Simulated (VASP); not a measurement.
# Ta (Fm-3m) in VASP: a series of runs

The runs below take Ta through relaxation of cell and atoms, with LDA.

All numbers are computed with VASP 6.6.1; they aren't measurements. Logs are shortened: lines on timing, memory, paths and dates and some standing lists are left out, and cuts for length are marked.

## Step 1: The cell of the first run

Symmetry: Fm-3m, No. 225, cubic system. The conventional cell has a = 4.143 Å, b = 4.143 Å, c = 4.143 Å, α = 90.00°, β = 90.00°, γ = 90.00°. Within 3.9 Å of Ta (site symmetry m-3m) lie 12 Ta at 2.93 Å.

## Step 2: Relaxation of cell and atoms, LDA

Input file INCAR:

```
  PREC = Accurate
  ENCUT = 600
  EDIFF = 1E-7
  ISMEAR = -1
  SIGMA = 0.1
  LREAL = F
  LASPH = T
  NELM = 60
  ALGO = Normal
  ISIF = 3
  LWAVE = F
  LCHARG = F
  IBRION = 2
  NSW = 50
  EDIFFG = -0.01
```

Input file KPOINTS:

```
Automatic mesh
0
Gamma
  6 6 6
```

Input file POSCAR:

```
Ta
1.0
    4.1428003076      0.0000000000      0.0000000000
    0.0000000000      4.1428003076      0.0000000000
    0.0000000000      0.0000000000      4.1428003076
Ta
4
Direct
    0.0000000000      0.0000000000      0.0000000000
    0.0000000000      0.5000000000      0.5000000000
    0.5000000000      0.0000000000      0.5000000000
    0.5000000000      0.5000000000      0.0000000000
```

Potentials or basis: VASP PAW LDA potentials, release 64 (Ta_pv).

Command:

```
> cat potpaw_LDA.64/Ta_pv/POTCAR > POTCAR
> mpirun -np 1 vasp_std > vasp.out
```

OUTCAR:

```text
PREC = Accurate
   ENCUT = 600
   EDIFF = 1E-7
   ISMEAR = -1
   LREAL = F
   LASPH = T
   NELM = 60
   ISIF = 3
   IBRION = 2
   NSW = 50
   EDIFFG = -0.01

 ion  position               nearest neighbor table
   1  0.000  0.000  0.000-   2 2.93   3 2.93   4 2.93   2 2.93   3 2.93   2 2.93   4 2.93   2 2.93
                             3 2.93   4 2.93   3 2.93   4 2.93
   2  0.000  0.500  0.500-   1 2.93   3 2.93   4 2.93   1 2.93   4 2.93   1 2.93   3 2.93   1 2.93
                             3 2.93   4 2.93   4 2.93   3 2.93
   3  0.500  0.000  0.500-   1 2.93   2 2.93   4 2.93   1 2.93   4 2.93   2 2.93   4 2.93   4 2.93
                             1 2.93   2 2.93   1 2.93   2 2.93
   4  0.500  0.500  0.000-   1 2.93   2 2.93   3 2.93   2 2.93   3 2.93   1 2.93   3 2.93   3 2.93
                             1 2.93   2 2.93   2 2.93   1 2.93

  LATTYP: Found a simple cubic cell.
 ALAT       =     4.1428003076

  Lattice vectors:

 A1 = (   4.1428003076,   0.0000000000,   0.0000000000)
 A2 = (   0.0000000000,   4.1428003076,   0.0000000000)
 A3 = (   0.0000000000,   0.0000000000,   4.1428003076)

Analysis of symmetry for initial positions (statically):
=====================================================================
 Subroutine PRICEL returns following result:

  LATTYP: Found a face centered cubic cell.
 ALAT       =     4.1428003076

  Lattice vectors:

 A1 = (   2.0714001538,  -2.0714001538,   0.0000000000)
 A2 = (   2.0714001538,   0.0000000000,   2.0714001538)
 A3 = (   0.0000000000,  -2.0714001538,   2.0714001538)

   4 primitive cells build up your supercell.

 Routine SETGRP: Setting up the symmetry group for a
 simple cubic supercell.

 Subroutine GETGRP returns: Found 48 space group operations
 (whereof 48 operations were pure point group operations)
 out of a pool of 48 trial point group operations.

The static configuration has the point symmetry O_h .

Analysis of symmetry for dynamics (positions and initial velocities):
=====================================================================
 Subroutine PRICEL returns following result:

  LATTYP: Found a face centered cubic cell.
 ALAT       =     4.1428003076

  Lattice vectors:

 A1 = (   2.0714001538,  -2.0714001538,   0.0000000000)
 A2 = (   2.0714001538,   0.0000000000,   2.0714001538)
 A3 = (   0.0000000000,  -2.0714001538,   2.0714001538)

   4 primitive cells build up your supercell.

[... 87 lines left out ...]
   ions per type =               4
   NGX,Y,Z   is equivalent  to a cutoff of  14.45, 14.45, 14.45 a.u.
   NGXF,Y,Z  is equivalent  to a cutoff of  28.89, 28.89, 28.89 a.u.
 SYSTEM =  unknown system
   PREC   = accura    normal or accurate (medium, high low for compatibility)
   ISTART =      0    job   : 0-new  1-cont  2-samecut
   ICHARG =      2    charge: 1-file 2-atom 10-const
   ISPIN  =      1    spin polarized calculation?
   LNONCOLLINEAR =      F non collinear calculations
   LSORBIT =      F    spin-orbit coupling
   LASPH  =      T    aspherical Exc in radial PAW
   ENCUT  =  600.0 eV  44.10 Ry    6.64 a.u.   8.27  8.27  8.27*2*pi/ulx,y,z
   NELM   =     60;   NELMIN=  2; NELMDL= -5     # of ELM steps
   EDIFF  = 0.1E-06   stopping-criterion for ELM
   LREAL  =      F    real-space projection
   EDIFFG = -.1E-01   stopping-criterion for IOM
   NSW    =     50    number of steps for IOM
   IBRION =      2    ionic relax: 0-MD 1-quasi-New 2-CG
   NFREE  =      1    steps in history (QN), initial steepest desc. (CG)
   ISIF   =      3    stress and relaxation
   ISYM   =      2    0-nonsym 1-usesym 2-fastsym
   POTIM  = 0.5000    time-step for ionic-motion
   TEBEG  =    0.0;   TEEND  =   0.0 temperature during run
   PSTRESS=    0.0 pullay stress
   NELECT =      44.0000    total number of electrons
   NUPDOWN=      -1.0000    fix difference up-down
   EMIN   =  10.00;   EMAX   =-10.00  energy-range for DOS
   EFERMI =   0.00;   METHOD = LEGACY
   ISMEAR =    -1;   SIGMA  =   0.10  broadening in eV -4-tet -1-fermi 0-gaus
   EFERMI_NEDOS =   21; number of points for ismear=-14 and -15
   IALGO  =     38    algorithm
   IMIX   =      4    mixing-type and parameters
     AMIX     =   0.40;   BMIX     =  1.00
     AMIX_MAG =   1.60;   BMIX_MAG =  1.00
  volume/ion in A,a.u.               =      17.78       119.96
  Fermi-wavevector in a.u.,A,eV,Ry     =   1.395078  2.636315 26.480226  1.946242
  Thomas-Fermi vector in A             =   2.518565
   LORBIT       =      0    0 simple, 1 ext, 2 COOP (PROOUT), +10 PAW based schemes
   GGA     = CA    functional components
   LHFCALC =     F    Hartree Fock is set to
   AEXX    =    0.0000 exact exchange contribution
   IVDW    =     0    specifies the selected vdW correction
   LEPSILON=     F    determine dielectric tensor
   LRPA    =     F    only Hartree local field effects (RPA)
 conjugate gradient relaxation of ions
 non-spin polarized calculation
  energy-cutoff  :      600.00
  volume of cell :       71.10
 maximum number of plane-waves:      2401
 NGX is ok and might be reduce to    36
   NGX = 17   NGY = 17   NGZ = 17

--------------------------------------- Ionic step        1  -------------------------------------------

 number of electron      44.0000002 magnetization

 Free energy of the ion-electron system (eV)
  ---------------------------------------------------
  ext. energy  EPLUGINS =         0.00000000
  ---------------------------------------------------
  free energy    TOTEN  =       -50.21268754 eV

  energy without entropy =      -50.05220166  energy(sigma->0) =      -50.13244460

------------------------ aborting loop because EDIFF is reached ----------------------------------------

  FORCE on cell =-STRESS in cart. coord.  units (eV):
  Direction    XX          YY          ZZ          XY          YZ          ZX
  --------------------------------------------------------------------------------------
  -------------------------------------------------------------------------------------
  Total        0.3422542      0.3422542      0.3422542     -0.0000000     -0.0000000     -0.0000000
  in kB        7.7121832      7.7121832      7.7121832     -0.0000000     -0.0000000     -0.0000000
  external PRESSURE =       7.7121832 kB  Pullay stress =       0.0000000 kB
[... 63 lines left out ...]
--------------------------------------- Ionic step        3  -------------------------------------------

 number of electron      44.0000003 magnetization

 Free energy of the ion-electron system (eV)
  ---------------------------------------------------
  ext. energy  EPLUGINS =         0.00000000
  ---------------------------------------------------
  free energy    TOTEN  =       -50.21331024 eV

  energy without entropy =      -50.05239066  energy(sigma->0) =      -50.13285045

 E-fermi :   5.8504     XC(G=0): -12.8471

 val. band max:        5.8251128697   @ k =   0.1667   0.0000   0.0000
 cond. band min:       5.9244785694   @ k =   0.3333   0.3333   0.3333
 fundamental gap:      0.0993656997
 Fermi energy:         5.8504377149

 k-point     1 :       0.0000    0.0000    0.0000
  band No.  band energies     occupation
      1     -28.5459      2.00000
      2     -28.5459      2.00000
      3     -28.5459      2.00000
      4     -27.8389      2.00000
      5     -27.8389      2.00000
      6     -27.8389      2.00000
[... 600 lines left out ...]
  FREE ENERGIE OF THE ION-ELECTRON SYSTEM (eV)
  ---------------------------------------------------
  free  energy   TOTEN  =       -50.2133102410 eV

  energy  without entropy=      -50.0523906556  energy(sigma->0) =      -50.13285045

 reached required accuracy - stopping structural energy minimisation
```

CONTCAR:

```text
Ta
   1.00000000000000
     4.1478496266744971    0.0000000000000000   -0.0000000000000000
    -0.0000000000000000    4.1478496266744971    0.0000000000000000
    -0.0000000000000000   -0.0000000000000000    4.1478496266744971
  Ta
     4
Direct
     0.0000000000000000    0.0000000000000000    0.0000000000000000
     0.0000000000000000    0.5000000000000000    0.5000000000000000
     0.5000000000000000    0.0000000000000000    0.5000000000000000
     0.5000000000000000    0.5000000000000000    0.0000000000000000

  0.00000000E+00  0.00000000E+00  0.00000000E+00
  0.00000000E+00  0.00000000E+00  0.00000000E+00
  0.00000000E+00  0.00000000E+00  0.00000000E+00
  0.00000000E+00  0.00000000E+00  0.00000000E+00
```

Wall time 86 s (1 thread of Intel Xeon Platinum 8375C at 2.90GHz (Ice Lake), shared host); peak memory 0.19 GiB.

What came out:

| Property | Result |
| --- | --- |
| Free energy | -50.2133 eV |
| Relaxed volume | 17.84 Å³/atom |
| Relaxed cell | a = 4.148 Å, b = 4.148 Å, c = 4.148 Å, α = 90.00°, β = 90.00°, γ = 90.00° |
| Space group after relaxing (to 0.05 Å) | Fm-3m (No. 225) |
| Energy gained by relaxing | 0.2 meV/atom |
| Ionic steps | 3 |
| Pressure after relaxing | 0.0 GPa |
| Band gap on the k mesh | zero (band 22 reaches 6.65 eV, above the bottom of band 23 at 4.81 eV) |

The path:
| step | energy change (eV) | largest force (eV/Å) | pressure (GPa) | volume (Å³) |
| --- | --- | --- | --- | --- |
| 1 | 0.0000 | 0.0000 | 0.77 | 71.10 |
| 2 | 0.0029 | 0.0000 | -1.82 | 71.99 |
| 3 | -0.0006 | 0.0000 | 0.00 | 71.36 |

Final structure:
```
Ta
1.0
     4.14785    0.00000    0.00000
     0.00000    4.14785    0.00000
     0.00000    0.00000    4.14785
Ta
4
Direct
  0.00000 0.00000 0.00000
  0.00000 0.50000 0.50000
  0.50000 0.00000 0.50000
  0.50000 0.50000 0.00000
```

Levels at points of the mesh, in eV from the Fermi level:
| k point | band 19 | band 20 | band 21 | band 22 | band 23 | band 24 |
| --- | --- | --- | --- | --- | --- | --- |
| (0.00, 0.00, 0.00) | -3.61 | 0.38 | 0.38 | 0.38 | 3.35 | 3.35 |
| (0.50, 0.00, 0.00) | -1.18 | -1.18 | -1.18 | -1.18 | 0.68 | 0.68 |
| (0.50, 0.50, 0.00) | -1.24 | -1.24 | -1.04 | -1.04 | -1.04 | -1.04 |
| (0.50, 0.50, 0.50) | 0.13 | 0.13 | 0.13 | 0.13 | 0.13 | 0.13 |

Caveat: spin-orbit coupling is left out, which moves the levels of the heavy elements.

## Step 3: Relaxation of cell and atoms, LDA

This run uses another cell than the first one, of 18.00 Å³/atom, 1.013 times its volume.

Input file INCAR:

```
SYSTEM = Ta
PREC = Accurate ; ENCUT = 600
EDIFF = 1E-6 ; ISMEAR = -1
SIGMA = 0.1 ; LREAL = .False.
LASPH = .True. ; NELM = 80
ALGO = Normal ; ISIF = 3
LWAVE = .False. ; LCHARG = .False.
IBRION = 2 ; NSW = 50
EDIFFG = -0.01
```

Input file KPOINTS:

```
Automatic mesh
0
Gamma
  6 6 6
  0 0 0
```

Input file POSCAR:

```
Ta
1.0
    4.1600000000      0.0000000000      0.0000000000
    0.0000000000      4.1600000000      0.0000000000
    0.0000000000      0.0000000000      4.1600000000
Ta
4
Direct
    0.0000000000      0.0000000000      0.0000000000
    0.0000000000      0.5000000000      0.5000000000
    0.5000000000      0.0000000000      0.5000000000
    0.5000000000      0.5000000000      0.0000000000
```

Potentials or basis: VASP PAW LDA potentials, release 64 (Ta_pv).

Command:

```
> cat potpaw_LDA.64/Ta_pv/POTCAR > POTCAR
> mpirun -np 1 vasp_std > vasp.out
```

It took 82 s on 1 thread of Intel Xeon Platinum 8375C at 2.90GHz (Ice Lake), shared host; peak memory 0.2 GiB.

Results (log left out):

```yaml
Free_energy: -50.2135 eV
Relaxed_volume: 17.84 Å³/atom
Relaxed_cell: a = 4.148 Å, b = 4.148 Å, c = 4.148 Å, α = 90.00°, β = 90.00°, γ = 90.00°
Space_group_after_relaxing_to_0.05_Å: Fm-3m (No. 225)
Energy_gained_by_relaxing: 0.9 meV/atom
Ionic_steps: 3
Pressure_after_relaxing: 0.0 GPa
Band_gap_on_the_k_mesh: zero (band 22 reaches 6.65 eV, above the bottom of band 23 at 4.81 eV)
```

The path:
| step | energy change (eV) | largest force (eV/Å) | pressure (GPa) | volume (Å³) |
| --- | --- | --- | --- | --- |
| 1 | 0.0000 | 0.0000 | -1.83 | 71.99 |
| 2 | 0.0176 | 0.0000 | 4.64 | 69.87 |
| 3 | -0.0036 | 0.0000 | -0.01 | 71.37 |

Final structure:
```xyz
4
Lattice="4.1479 0.0000 0.0000 0.0000 4.1479 0.0000 0.0000 0.0000 4.1479" Properties=species:S:1:pos:R:3 pbc="T T T"
Ta    0.0000    0.0000    0.0000
Ta    0.0000    2.0740    2.0740
Ta    2.0740    0.0000    2.0740
Ta    2.0740    2.0740    0.0000
```

Levels at points of the mesh, in eV from the Fermi level:
```
           k point  band 19  band 20  band 21  band 22  band 23  band 24
(0.00, 0.00, 0.00)    -3.61     0.38     0.38     0.38     3.35     3.35
(0.50, 0.00, 0.00)    -1.18    -1.18    -1.18    -1.18     0.68     0.68
(0.50, 0.50, 0.00)    -1.24    -1.24    -1.04    -1.04    -1.04    -1.04
(0.50, 0.50, 0.50)     0.13     0.13     0.13     0.13     0.13     0.13
```

Caveat: spin-orbit coupling is left out, which moves the levels of the heavy elements.
